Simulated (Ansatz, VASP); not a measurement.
KMgF3: VASP beside Ansatz

The input INCAR:

```
PREC = Accurate
ENCUT = 520
EDIFF = 1E-6
ISMEAR = 0
SIGMA = 0.05
LREAL = False
LASPH = True
NELM = 80
ALGO = Normal
ISIF = 2
LWAVE = False
LCHARG = False
NBANDS = 24
```

The input KPOINTS:

```
regular mesh
0
Gamma
  6 6 6
```

POSCAR

```
KMgF3
1.0
    3.9859000000      0.0348766250      0.0000000000
    0.0348766250      3.9859000000      0.0000000000
    0.0000000000      0.0000000000      3.9859000000
K Mg F
1 1 3
Direct
    0.5000000000      0.5000000000      0.5000000000
    0.0000000000      0.0000000000      0.0000000000
    0.5000000000      0.0000000000      0.0000000000
    0.0000000000      0.5000000000      0.0000000000
    0.0000000000      0.0000000000      0.5000000000
```

Input for Ansatz:

```yaml
crystal:
  lattice:
    - [3.9859, 0.034876625, 0.0]
    - [0.034876625, 3.9859, 0.0]
    - [0.0, 0.0, 3.9859]
  atoms:
    - { symbol: K, position: [0.5, 0.5, 0.5] }
    - { symbol: Mg, position: [0.0, 0.0, 0.0] }
    - { symbol: F, position: [0.5, 0.0, 0.0] }
    - { symbol: F, position: [0.0, 0.5, 0.0] }
    - { symbol: F, position: [0.0, 0.0, 0.5] }
basis:
  ecutwfc: 420
kpoints:
  mp_grid: { grid: [6, 6, 6] }
hamiltonian:
  xc: lda
scf:
  occupations: { method: gaussian, width: 0.05 }
output:
  forces: true
  stress: true
  eigenvalues: true
```

Change from the starting cell: strain +0.0175 x Voigt [0, 0, 0, 0, 0, 1], atoms carried along.

Alike in both runs: task single point; functional LDA; k mesh 6 × 6 × 6; occupations gaussian, width 0.05 eV; no spin polarisation.

|  | VASP | Ansatz |
| --- | --- | --- |
| version | VASP 6.6.1 | Ansatz 0.2.0 |
| potentials or method | VASP PAW LDA potentials, release 64 (K_sv, Mg, F), cutoff 520 eV | scalar-relativistic, plane waves, PAW |
| valence electrons in the cell | 32 | 40 |

Ansatz gave:

- gap on the k mesh at the Fermi level (eV): 6.98
- least direct gap on the mesh (eV): 7.27
- pressure (GPa): -4.5
- traceless stress, the component that is largest in VASP (GPa): -0.78

Question: Which values does VASP return?

Answer: gap on the k mesh at the Fermi level (eV): 6.95; least direct gap on the mesh (eV): 7.25; pressure (GPa): -5.2; traceless stress, the component that is largest in VASP (GPa): -0.78.

LDA's correlation is that of Perdew and Zunger in VASP and of Perdew and Wang (1992) in Ansatz. VASP's potentials hold 32 valence electrons a cell and Ansatz's 40, so a difference there can come from the potentials and not from the codes.
